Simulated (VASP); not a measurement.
# Al4Co (Pm-3m) in VASP: further runs, part 3 of 3

VASP 6.6.1. Earlier steps stand in the parts before.

### Step 6. Relaxation of cell and atoms, PBE

This run uses another cell than the first one, of 18.26 Å³/atom, 1.279 times its volume.

File INCAR:

```
SYSTEM = Al4Co
ALGO = Fast ; EDIFF = 1E-7
EDIFFG = -0.01 ; ENCUT = 600
GGA = PE ; IBRION = 2
ISIF = 3 ; ISMEAR = 0
LASPH = .TRUE. ; LCHARG = .FALSE.
LREAL = .FALSE. ; LWAVE = .FALSE.
NELM = 80 ; NSW = 100
PREC = Accurate ; SIGMA = 0.1
```

File KPOINTS:

```
k-points
0
G
  8 8 8
  0 0 0
```

File POSCAR:

```
Al4Co
1.0
    4.5032467693      0.0000000000      0.0000000000
    0.0000000000      4.5032467693      0.0000000000
    0.0000000000      0.0000000000      4.5032467693
Al Co
4 1
Direct
    0.5000000000      0.0000000000      0.0000000000
    0.0000000000      0.5000000000      0.0000000000
    0.0000000000      0.0000000000      0.5000000000
    0.5000000000      0.5000000000      0.5000000000
    0.0000000000      0.0000000000      0.0000000000
```

Potentials or basis: VASP PAW PBE potentials, release 64 (Al, Co).

Launch:

```bash
$ cat potpaw_PBE.64/Al/POTCAR potpaw_PBE.64/Co/POTCAR > POTCAR
$ mpirun -np 1 vasp_std > vasp.out
```

OUTCAR:

```text
SYSTEM = Al4Co
   EDIFF = 1E-7
   EDIFFG = -0.01
   ENCUT = 600
   GGA = PE
   IBRION = 2
   ISIF = 3
   ISMEAR = 0
   LASPH = .TRUE.
   LREAL = .FALSE.
   NELM = 80
   NSW = 100
   PREC = Accurate

 ion  position               nearest neighbor table
   1  0.500  0.000  0.000-   5 2.25   5 2.25   4 3.18   2 3.18   3 3.18   4 3.18   2 3.18   4 3.18
                             4 3.18   2 3.18   3 3.18   3 3.18   3 3.18   2 3.18
   2  0.000  0.500  0.000-   5 2.25   5 2.25   4 3.18   1 3.18   3 3.18   4 3.18   1 3.18   3 3.18
                             3 3.18   3 3.18   1 3.18   4 3.18   4 3.18   1 3.18
   3  0.000  0.000  0.500-   5 2.25   5 2.25   4 3.18   1 3.18   1 3.18   2 3.18   2 3.18   2 3.18
                             4 3.18   2 3.18   1 3.18   4 3.18   1 3.18   4 3.18
   4  0.500  0.500  0.500-   1 3.18   2 3.18   3 3.18   1 3.18   2 3.18   1 3.18   3 3.18   1 3.18
                             2 3.18   3 3.18   2 3.18   3 3.18
   5  0.000  0.000  0.000-   1 2.25   2 2.25   3 2.25   3 2.25   2 2.25   1 2.25

  LATTYP: Found a simple cubic cell.
 ALAT       =     4.5032467693

  Lattice vectors:

 A1 = (   4.5032467693,   0.0000000000,   0.0000000000)
 A2 = (   0.0000000000,   4.5032467693,   0.0000000000)
 A3 = (   0.0000000000,   0.0000000000,   4.5032467693)

Analysis of symmetry for initial positions (statically):
=====================================================================
 Subroutine PRICEL returns:
 Original cell was already a primitive cell.

 Routine SETGRP: Setting up the symmetry group for a
 simple cubic supercell.

 Subroutine GETGRP returns: Found 48 space group operations
 (whereof 48 operations were pure point group operations)
 out of a pool of 48 trial point group operations.

The static configuration has the point symmetry O_h .

Analysis of symmetry for dynamics (positions and initial velocities):
=====================================================================
 Subroutine PRICEL returns:
 Original cell was already a primitive cell.

 Routine SETGRP: Setting up the symmetry group for a
 simple cubic supercell.

 Subroutine GETGRP returns: Found 48 space group operations
 (whereof 48 operations were pure point group operations)
 out of a pool of 48 trial point group operations.

The dynamic configuration has the point symmetry O_h .

 Subroutine INISYM returns: Found 48 space group operations
 (whereof 48 operations are pure point group operations),
 and found     1 'primitive' translations

----------------------------------------------------------------------------------------

                                     Primitive cell

  volume of cell :      91.3224

  direct lattice vectors                    reciprocal lattice vectors
     4.503246769  0.000000000  0.000000000     0.222062004  0.000000000  0.000000000
     0.000000000  4.503246769  0.000000000     0.000000000  0.222062004  0.000000000
     0.000000000  0.000000000  4.503246769     0.000000000  0.000000000  0.222062004

  length of vectors
     4.503246769  4.503246769  4.503246769     0.222062004  0.222062004  0.222062004

  position of ions in fractional coordinates (direct lattice)
     0.500000000  0.000000000  0.000000000
     0.000000000  0.500000000  0.000000000
     0.000000000  0.000000000  0.500000000
     0.500000000  0.500000000  0.500000000
     0.000000000  0.000000000  0.000000000

  ion indices of the primitive-cell ions
   primitive index   ion index
                 1           1
                 2           2
                 3           3
                 4           4
[... 62 lines left out ...]
   NGXF,Y,Z  is equivalent  to a cutoff of  26.58, 26.58, 26.58 a.u.
 SYSTEM =  Al4Co
   PREC   = accura    normal or accurate (medium, high low for compatibility)
   ISTART =      0    job   : 0-new  1-cont  2-samecut
   ICHARG =      2    charge: 1-file 2-atom 10-const
   ISPIN  =      1    spin polarized calculation?
   LNONCOLLINEAR =      F non collinear calculations
   LSORBIT =      F    spin-orbit coupling
   LASPH  =      T    aspherical Exc in radial PAW
   ENCUT  =  600.0 eV  44.10 Ry    6.64 a.u.   8.99  8.99  8.99*2*pi/ulx,y,z
   NELM   =     80;   NELMIN=  2; NELMDL= -5     # of ELM steps
   EDIFF  = 0.1E-06   stopping-criterion for ELM
   LREAL  =      F    real-space projection
   EDIFFG = -.1E-01   stopping-criterion for IOM
   NSW    =    100    number of steps for IOM
   IBRION =      2    ionic relax: 0-MD 1-quasi-New 2-CG
   NFREE  =      1    steps in history (QN), initial steepest desc. (CG)
   ISIF   =      3    stress and relaxation
   ISYM   =      2    0-nonsym 1-usesym 2-fastsym
   POTIM  = 0.5000    time-step for ionic-motion
   TEBEG  =    0.0;   TEEND  =   0.0 temperature during run
   PSTRESS=    0.0 pullay stress
   NELECT =      21.0000    total number of electrons
   NUPDOWN=      -1.0000    fix difference up-down
   EMIN   =  10.00;   EMAX   =-10.00  energy-range for DOS
   EFERMI =   0.00;   METHOD = LEGACY
   ISMEAR =     0;   SIGMA  =   0.10  broadening in eV -4-tet -1-fermi 0-gaus
   EFERMI_NEDOS =   21; number of points for ismear=-14 and -15
   IALGO  =     68    algorithm
   IMIX   =      4    mixing-type and parameters
     AMIX     =   0.40;   BMIX     =  1.00
     AMIX_MAG =   1.60;   BMIX_MAG =  1.00
  volume/ion in A,a.u.               =      18.26       123.25
  Fermi-wavevector in a.u.,A,eV,Ry     =   1.002972  1.895342 13.686822  1.005953
  Thomas-Fermi vector in A             =   2.135494
   LORBIT       =      0    0 simple, 1 ext, 2 COOP (PROOUT), +10 PAW based schemes
   GGA     = PE    functional components
   LHFCALC =     F    Hartree Fock is set to
   AEXX    =    0.0000 exact exchange contribution
   IVDW    =     0    specifies the selected vdW correction
   LEPSILON=     F    determine dielectric tensor
   LRPA    =     F    only Hartree local field effects (RPA)
 conjugate gradient relaxation of ions
 non-spin polarized calculation
 RMM-DIIS sequential band-by-band and
 Gauss-broadening in eV      SIGMA  =   0.10
  energy-cutoff  :      600.00
  volume of cell :       91.32
 maximum number of plane-waves:      3112
 NGX is ok and might be reduce to    36
   NGX = 17   NGY = 17   NGZ = 17

 number of electron      20.9999989 magnetization

 Free energy of the ion-electron system (eV)
  ---------------------------------------------------
  ext. energy  EPLUGINS =         0.00000000
  ---------------------------------------------------
  free energy    TOTEN  =       -21.71490847 eV

  energy without entropy =      -21.70144561  energy(sigma->0) =      -21.70817704

 E-fermi :   6.4533     XC(G=0):  -9.8349

 val. band max:        6.4339197795   @ k =   0.5000   0.3750   0.1250
 cond. band min:       6.5005208995   @ k =   0.2500   0.2500   0.0000
 fundamental gap:      0.0666011200
 Fermi energy:         6.4532687917

 k-point     1 :       0.0000    0.0000    0.0000
  band No.  band energies     occupation
      1      -3.1399      2.00000
      2       2.7191      2.00000
      3       2.7191      2.00000
      4       3.7993      2.00000
      5       3.7993      2.00000
      6       3.7993      2.00000
      7       4.0204      2.00000
      8       4.6592      2.00000
      9       4.6592      2.00000
     10       4.6592      2.00000
     11       6.8556      0.00000
     12       6.8556      0.00000
     13       9.9106      0.00000
     14       9.9111      0.00000
[... 377 lines left out ...]
      1      -0.4096      2.00000
      2      -0.0343      2.00000
      3       1.4080      2.00000
      4       1.6056      2.00000
      5       3.7492      2.00000
      6       3.9989      2.00000
      7       4.1720      2.00000
      8       4.3113      2.00000
      9       4.8542      2.00000
     10       5.5856      2.00000
     11       6.4339      1.21564
     12       7.4541      0.00000
     13       7.5811      0.00000
     14       9.5539      0.00000

 [... further k-points ...]
[... 5 lines left out ...]
  --------------------------------------------------------------------------------------
  -------------------------------------------------------------------------------------
  Total        0.0218042      0.0218042      0.0218042      0.0000000     -0.0000000      0.0000000
  in kB        0.3825377      0.3825377      0.3825377      0.0000000     -0.0000000      0.0000000
  external PRESSURE =       0.3825377 kB  Pullay stress =       0.0000000 kB

 VOLUME and BASIS-vectors are now :
 -----------------------------------------------------------------------------
  energy-cutoff  :      600.00
  volume of cell :       91.32
      direct lattice vectors                 reciprocal lattice vectors
     4.503246769  0.000000000  0.000000000     0.222062004  0.000000000  0.000000000
     0.000000000  4.503246769  0.000000000     0.000000000  0.222062004  0.000000000
     0.000000000  0.000000000  4.503246769     0.000000000  0.000000000  0.222062004

 POSITION                                       TOTAL-FORCE (eV/Angst)
 -----------------------------------------------------------------------------------
      2.25162      0.00000      0.00000         0.000000      0.000000      0.000000
      0.00000      2.25162      0.00000         0.000000      0.000000      0.000000
      0.00000      0.00000      2.25162         0.000000      0.000000      0.000000
      2.25162      2.25162      2.25162         0.000000      0.000000      0.000000
      0.00000      0.00000      0.00000         0.000000      0.000000      0.000000
 -----------------------------------------------------------------------------------
    total drift:                               -0.000000     -0.000000     -0.000000

  FREE ENERGIE OF THE ION-ELECTRON SYSTEM (eV)
  ---------------------------------------------------
  free  energy   TOTEN  =       -21.7149084741 eV

  energy  without entropy=      -21.7014456122  energy(sigma->0) =      -21.70817704

 reached required accuracy - stopping structural energy minimisation
```

OSZICAR:

```text
N       E                     dE             d eps       ncg     rms          rms(c)
DAV:   1     0.781068678701E+02    0.78107E+02   -0.84612E+03   980   0.140E+03
DAV:   2    -0.184469679530E+02   -0.96554E+02   -0.92081E+02   992   0.237E+02
DAV:   3    -0.230603269317E+02   -0.46134E+01   -0.45528E+01  1298   0.620E+01
DAV:   4    -0.231350548107E+02   -0.74728E-01   -0.74669E-01  1198   0.740E+00
[... 11 lines left out ...]
RMM:  16    -0.217149075718E+02   -0.29172E-05   -0.66069E-05  1103   0.561E-02    0.107E-02
RMM:  17    -0.217149133923E+02   -0.58205E-05   -0.20398E-05  1007   0.424E-02    0.214E-02
RMM:  18    -0.217149078559E+02    0.55364E-05   -0.17079E-05   983   0.601E-02    0.217E-03
RMM:  19    -0.217149083879E+02   -0.53201E-06   -0.54025E-06   972   0.134E-02    0.214E-03
RMM:  20    -0.217149084741E+02   -0.86190E-07   -0.85025E-07   867   0.850E-03
   1 F= -.21714908E+02 E0= -.21708177E+02  d E =-.217149E+02
```

CONTCAR:

```text
Al4Co
   1.00000000000000
     4.5032467692999996    0.0000000000000000    0.0000000000000000
     0.0000000000000000    4.5032467692999996    0.0000000000000000
     0.0000000000000000    0.0000000000000000    4.5032467692999996
  Al              Co
     4     1
Direct
     0.5000000000000000    0.0000000000000000    0.0000000000000000
     0.0000000000000000    0.5000000000000000    0.0000000000000000
     0.0000000000000000    0.0000000000000000    0.5000000000000000
     0.5000000000000000    0.5000000000000000    0.5000000000000000
     0.0000000000000000    0.0000000000000000    0.0000000000000000

  0.00000000E+00  0.00000000E+00  0.00000000E+00
  0.00000000E+00  0.00000000E+00  0.00000000E+00
  0.00000000E+00  0.00000000E+00  0.00000000E+00
  0.00000000E+00  0.00000000E+00  0.00000000E+00
  0.00000000E+00  0.00000000E+00  0.00000000E+00
```

It took 34 s on 1 thread of Intel Xeon Platinum 8488C (Sapphire Rapids), shared host; peak memory 0.23 GiB.

What came out:

```yaml
Free_energy: -21.7149 eV
Pressure_after_relaxing: 0.0 GPa
```

Final structure:
```xyz
5
Lattice="4.5032 0.0000 0.0000 0.0000 4.5032 0.0000 0.0000 0.0000 4.5032" Properties=species:S:1:pos:R:3 pbc="T T T"
Al    2.2516    0.0000    0.0000
Al    0.0000    2.2516    0.0000
Al    0.0000    0.0000    2.2516
Al    2.2516    2.2516    2.2516
Co    0.0000    0.0000    0.0000
```

Caveat: the relaxation stopped at its first step, so nothing moved. Spin polarisation is off, so any magnetic state and its effect on volume and gap are missing.
